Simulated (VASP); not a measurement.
# MoS2 (P-3m1) in VASP: notebook

The runs below take MoS2 through single point, with PBE+D3(BJ).

All numbers are computed with VASP 6.6.1; they aren't measurements. Logs are shortened: lines on timing, memory, paths and dates and some standing lists are left out, and cuts for length are marked.

## Step 1: The cell of the first run

The typed cell holds 6 atoms: a = 3.307 Å, b = 3.307 Å, c = 11.660 Å, α = 90.00°, β = 90.00°, γ = 120.00°.

## Step 2: Single point, PBE+D3(BJ)

File INCAR:

```
SYSTEM = MoS2
ALGO = Normal
EDIFF = 1E-7
ENCUT = 520
GGA = PE
ISIF = 2
ISMEAR = 0
IVDW = 12
LASPH = .TRUE.
LCHARG = .TRUE.
LELF = .TRUE.
LREAL = .FALSE.
LVHAR = .TRUE.
LWAVE = .FALSE.
NBANDS = 35
NELM = 80
PREC = Accurate
SIGMA = 0.05
```

File KPOINTS:

```
k-points
0
G
  12 12 4
  0 0 0
```

File POSCAR:

```
MoS2
1.0
    3.3068000000      0.0000000000      0.0000000000
   -1.6534000000      2.8637728052      0.0000000000
    0.0000000000      0.0000000000     11.6603000000
Mo S
2 4
Direct
    0.6666666667      0.3333333333      0.2501439769
    0.3333333333      0.6666666667      0.7498560231
    0.3333333333      0.6666666667      0.3795985159
    0.6666666667      0.3333333333      0.8793132861
    0.3333333333      0.6666666667      0.1206867139
    0.6666666667      0.3333333333      0.6204014841
```

Potentials or basis: VASP PAW PBE potentials, release 64 (Mo_sv, S).

Launch:

```
$ cat potpaw_PBE.64/Mo_sv/POTCAR potpaw_PBE.64/S/POTCAR > POTCAR
$ mpirun -np 1 vasp_std > vasp.out
```

OUTCAR:

```text
SYSTEM = MoS2
   EDIFF = 1E-7
   ENCUT = 520
   GGA = PE
   ISIF = 2
   ISMEAR = 0
   IVDW = 12
   LASPH = .TRUE.
   LREAL = .FALSE.
   NELM = 80
   PREC = Accurate
 IVDW          = 12

 ion  position               nearest neighbor table
   1  0.667  0.333  0.250-   3 2.43   3 2.43   3 2.43   5 2.43   5 2.43   5 2.43
   2  0.333  0.667  0.750-   6 2.43   6 2.43   6 2.43   4 2.43   4 2.43   4 2.43
   3  0.333  0.667  0.380-   1 2.43   1 2.43   1 2.43
   4  0.667  0.333  0.879-   2 2.43   2 2.43   2 2.43
   5  0.333  0.667  0.121-   1 2.43   1 2.43   1 2.43
   6  0.667  0.333  0.620-   2 2.43   2 2.43   2 2.43

  LATTYP: Found a hexagonal cell.
 ALAT       =     3.3068000000
 C/A-ratio  =     3.5261582194

  Lattice vectors:

 A1 = (   3.3068000000,   0.0000000000,   0.0000000000)
 A2 = (  -1.6534000000,   2.8637728052,   0.0000000000)
 A3 = (   0.0000000000,   0.0000000000,  11.6603000000)

Analysis of symmetry for initial positions (statically):
=====================================================================
 Subroutine PRICEL returns:
 Original cell was already a primitive cell.

 Routine SETGRP: Setting up the symmetry group for a
 hexagonal supercell.

 Subroutine GETGRP returns: Found 12 space group operations
 (whereof 12 operations were pure point group operations)
 out of a pool of 24 trial point group operations.

The static configuration has the point symmetry D_3d.

Analysis of symmetry for dynamics (positions and initial velocities):
=====================================================================
 Subroutine PRICEL returns:
 Original cell was already a primitive cell.

 Routine SETGRP: Setting up the symmetry group for a
 hexagonal supercell.

 Subroutine GETGRP returns: Found 12 space group operations
 (whereof 12 operations were pure point group operations)
 out of a pool of 24 trial point group operations.

The dynamic configuration has the point symmetry D_3d.

 Subroutine INISYM returns: Found 12 space group operations
 (whereof 12 operations are pure point group operations),
 and found     1 'primitive' translations

----------------------------------------------------------------------------------------

                                     Primitive cell

  volume of cell :     110.4222

  direct lattice vectors                    reciprocal lattice vectors
     3.306800000  0.000000000  0.000000000     0.302407161  0.174594856  0.000000000
    -1.653400000  2.863772805  0.000000000     0.000000000  0.349189712  0.000000000
     0.000000000  0.000000000 11.660300000     0.000000000  0.000000000  0.085761087

  length of vectors
     3.306800000  3.306800000 11.660300000     0.349189712  0.349189712  0.085761087

  position of ions in fractional coordinates (direct lattice)
     0.666666667  0.333333333  0.250143977
     0.333333333  0.666666667  0.749856023
     0.333333333  0.666666667  0.379598516
     0.666666667  0.333333333  0.879313286
     0.333333333  0.666666667  0.120686714
     0.666666667  0.333333333  0.620401484

  ion indices of the primitive-cell ions
   primitive index   ion index
                 1           1
                 2           2
                 3           3
                 4           4
                 5           5
                 6           6

----------------------------------------------------------------------------------------

 KPOINTS: k-points

Automatic generation of k-mesh.
 Grid dimensions read from file:
 generate k-points for:   12   12    4

 Generating k-lattice:

  Cartesian coordinates                     Fractional coordinates (reciprocal lattice)
     0.025200597  0.014549571  0.000000000     0.083333333  0.000000000  0.000000000
     0.000000000  0.029099143  0.000000000     0.000000000  0.083333333  0.000000000
     0.000000000  0.000000000  0.021440272     0.000000000  0.000000000  0.250000000

  Length of vectors
     0.029099143  0.029099143  0.021440272

  Shift w.r.t. Gamma in fractional coordinates (k-lattice)
     0.000000000  0.000000000  0.000000000

 Subroutine IBZKPT returns following result:
 ===========================================

 Found     69 irreducible k-points:

 Following reciprocal coordinates:
            Coordinates               Weight
  0.000000  0.000000  0.000000      1.000000
  0.083333 -0.000000  0.000000      6.000000
  0.166667 -0.000000  0.000000      6.000000
  0.250000 -0.000000  0.000000      6.000000
  0.333333 -0.000000  0.000000      6.000000
  0.416667 -0.000000  0.000000      6.000000
[... 16 lines left out ...]
  0.166667 -0.000000  0.250000      6.000000
  0.000000  0.166667  0.250000      6.000000
 [... further k-points ...]
   k-points           NKPTS =     69   k-points in BZ     NKDIM =     69   number of bands    NBANDS=     35
   number of dos      NEDOS =    301   number of ions     NIONS =      6
   total plane-waves  NPLWV =  70560
   dimension x,y,z NGX =    28 NGY =   28 NGZ =   90
   dimension x,y,z NGXF=    56 NGYF=   56 NGZF=  180
   ions per type =               2   4
   NGX,Y,Z   is equivalent  to a cutoff of  14.08, 14.08, 12.83 a.u.
   NGXF,Y,Z  is equivalent  to a cutoff of  28.15, 28.15, 25.66 a.u.
 SYSTEM =  MoS2
   PREC   = accura    normal or accurate (medium, high low for compatibility)
   ISTART =      0    job   : 0-new  1-cont  2-samecut
   ICHARG =      2    charge: 1-file 2-atom 10-const
   ISPIN  =      1    spin polarized calculation?
   LNONCOLLINEAR =      F non collinear calculations
   LSORBIT =      F    spin-orbit coupling
   LASPH  =      T    aspherical Exc in radial PAW
   ENCUT  =  520.0 eV  38.22 Ry    6.18 a.u.   6.15  6.15 21.68*2*pi/ulx,y,z
   NELM   =     80;   NELMIN=  2; NELMDL= -5     # of ELM steps
   EDIFF  = 0.1E-06   stopping-criterion for ELM
   LREAL  =      F    real-space projection
   EDIFFG = 0.1E-05   stopping-criterion for IOM
   NSW    =      0    number of steps for IOM
   IBRION =     -1    ionic relax: 0-MD 1-quasi-New 2-CG
   NFREE  =      0    steps in history (QN), initial steepest desc. (CG)
   ISIF   =      2    stress and relaxation
   ISYM   =      2    0-nonsym 1-usesym 2-fastsym
   POTIM  = 0.5000    time-step for ionic-motion
   TEBEG  =    0.0;   TEEND  =   0.0 temperature during run
   PSTRESS=    0.0 pullay stress
   NELECT =      52.0000    total number of electrons
   NUPDOWN=      -1.0000    fix difference up-down
   EMIN   =  10.00;   EMAX   =-10.00  energy-range for DOS
   EFERMI =   0.00;   METHOD = LEGACY
   ISMEAR =     0;   SIGMA  =   0.05  broadening in eV -4-tet -1-fermi 0-gaus
   EFERMI_NEDOS =   21; number of points for ismear=-14 and -15
   IALGO  =     38    algorithm
   IMIX   =      4    mixing-type and parameters
     AMIX     =   0.40;   BMIX     =  1.00
     AMIX_MAG =   1.60;   BMIX_MAG =  1.00
  volume/ion in A,a.u.               =      18.40       124.19
  Fermi-wavevector in a.u.,A,eV,Ry     =   1.273671  2.406889 22.071880  1.622237
  Thomas-Fermi vector in A             =   2.406481
   LORBIT       =      0    0 simple, 1 ext, 2 COOP (PROOUT), +10 PAW based schemes
   GGA     = PE    functional components
   LHFCALC =     F    Hartree Fock is set to
   AEXX    =    0.0000 exact exchange contribution
   IVDW    =    12    specifies the selected vdW correction
   LEPSILON=     F    determine dielectric tensor
   LRPA    =     F    only Hartree local field effects (RPA)
 non-spin polarized calculation
 Gauss-broadening in eV      SIGMA  =   0.05
  energy-cutoff  :      520.00
  volume of cell :      110.42
 maximum number of plane-waves:      3000
 NGX is ok and might be reduce to    28
   NGX = 13   NGY = 13   NGZ = 43

 number of electron      51.9999995 magnetization

 Free energy of the ion-electron system (eV)
  ---------------------------------------------------
  ext. energy  EPLUGINS =         0.00000000
  ---------------------------------------------------
  free energy    TOTEN  =       -43.27923364 eV

  energy without entropy =      -43.27914058  energy(sigma->0) =      -43.27918711

 E-fermi :   7.5856     XC(G=0): -10.7162

 val. band max:        7.5449197888   @ k =   0.0000   0.0000   0.0000
 cond. band min:       7.6670982939   @ k =   0.3333   0.3333   0.0000
 fundamental gap:      0.1221785051
 Fermi energy:         7.5856237933

 k-point     1 :       0.0000    0.0000    0.0000
  band No.  band energies     occupation
      1     -54.4530      2.00000
      2     -54.4530      2.00000
      3     -28.5177      2.00000
      4     -28.5175      2.00000
      5     -28.4515      2.00000
      6     -28.4515      2.00000
[... 27 lines left out ...]
     34       9.4905      0.00000
     35      12.0191      0.00000

 k-point     2 :       0.0833   -0.0000    0.0000
  band No.  band energies     occupation
      1     -54.4515      2.00000
      2     -54.4515      2.00000
      3     -28.5144      2.00000
      4     -28.5142      2.00000
      5     -28.4689      2.00000
      6     -28.4689      2.00000
[... 27 lines left out ...]
     34       9.3963      0.00000
     35      12.4677      0.00000

 k-point     3 :       0.1667   -0.0000    0.0000
  band No.  band energies     occupation
      1     -54.4474      2.00000
      2     -54.4474      2.00000
      3     -28.5163      2.00000
      4     -28.5163      2.00000
      5     -28.5052      2.00000
      6     -28.5051      2.00000
[... 27 lines left out ...]
     34       9.6467      0.00000
     35      13.4823      0.00000
[... 723 lines left out ...]
 k-point    23 :       0.1667   -0.0000    0.2500
  band No.  band energies     occupation
      1     -54.4474      2.00000
      2     -54.4474      2.00000
      3     -28.5163      2.00000
      4     -28.5163      2.00000
      5     -28.5052      2.00000
      6     -28.5051      2.00000
[... 27 lines left out ...]
     34       9.6320      0.00000
     35      13.5084      0.00000

 k-point    24 :       0.0000    0.1667    0.2500
  band No.  band energies     occupation
      1     -54.4474      2.00000
      2     -54.4474      2.00000
      3     -28.5163      2.00000
      4     -28.5163      2.00000
      5     -28.5052      2.00000
      6     -28.5051      2.00000
[... 27 lines left out ...]
     34       9.6320      0.00000
     35      13.5194      0.00000

 [... further k-points ...]

------------------------ aborting loop because EDIFF is reached ----------------------------------------

 Edisp (eV)   -2.46488

 E8    (eV) :    -0.9941

  FORCE on cell =-STRESS in cart. coord.  units (eV):
  Direction    XX          YY          ZZ          XY          YZ          ZX
  --------------------------------------------------------------------------------------
  -------------------------------------------------------------------------------------
  Total      -8.12666    -8.12666     1.18210     0.00000     0.00000     0.00000
  in kB    -117.91427  -117.91427    17.15180     0.00000     0.00000     0.00000
  external pressure =      -72.89 kB  Pullay stress =        0.00 kB

 VOLUME and BASIS-vectors are now :
 -----------------------------------------------------------------------------
  energy-cutoff  :      520.00
  volume of cell :      110.42
      direct lattice vectors                 reciprocal lattice vectors
     3.306800000  0.000000000  0.000000000     0.302407161  0.174594856  0.000000000
    -1.653400000  2.863772805  0.000000000     0.000000000  0.349189712  0.000000000
     0.000000000  0.000000000 11.660300000     0.000000000  0.000000000  0.085761087

 POSITION                                       TOTAL-FORCE (eV/Angst)
 -----------------------------------------------------------------------------------
      1.65340      0.95459      2.91675         0.000000     -0.000000     -0.001611
     -0.00000      1.90918      8.74355        -0.000000      0.000000      0.001611
     -0.00000      1.90918      4.42623        -0.000000     -0.000000      0.052540
      1.65340      0.95459     10.25306        -0.000000      0.000000      0.056430
     -0.00000      1.90918      1.40724         0.000000      0.000000     -0.056430
      1.65340      0.95459      7.23407         0.000000      0.000000     -0.052540
 -----------------------------------------------------------------------------------
    total drift:                                0.000000     -0.000000      0.000000

  FREE ENERGIE OF THE ION-ELECTRON SYSTEM (eV)
  ---------------------------------------------------
  free  energy   TOTEN  =       -45.7441129324 eV

  energy  without entropy=      -45.7440198751  energy(sigma->0) =      -45.74406640
```

Run time: 3.8 min. Hardware: 1 thread of Intel Xeon Platinum 8488C (Sapphire Rapids), shared host; peak memory 0.39 GiB.

What came out:

| Quantity | Value |
| --- | --- |
| Free energy | -45.7441 eV |
| Pressure | -7.3 GPa |
| Largest force | 0.056 eV/Å |
| Band gap on the k mesh | 0.12 eV (least direct gap 1.22 eV) |
| Dispersion energy per atom | -0.411 eV |

Forces on the atoms (eV/Å):
```
Mo   0.000  0.000 -0.002
Mo   0.000  0.000  0.002
S    0.000  0.000  0.053
S    0.000  0.000  0.056
S    0.000  0.000 -0.056
S    0.000  0.000 -0.053
```

Caveat: the stress differs along the axes, from -12 to 2 GPa. A k mesh can miss the band edges.

(Continued in part 2 of 2.)
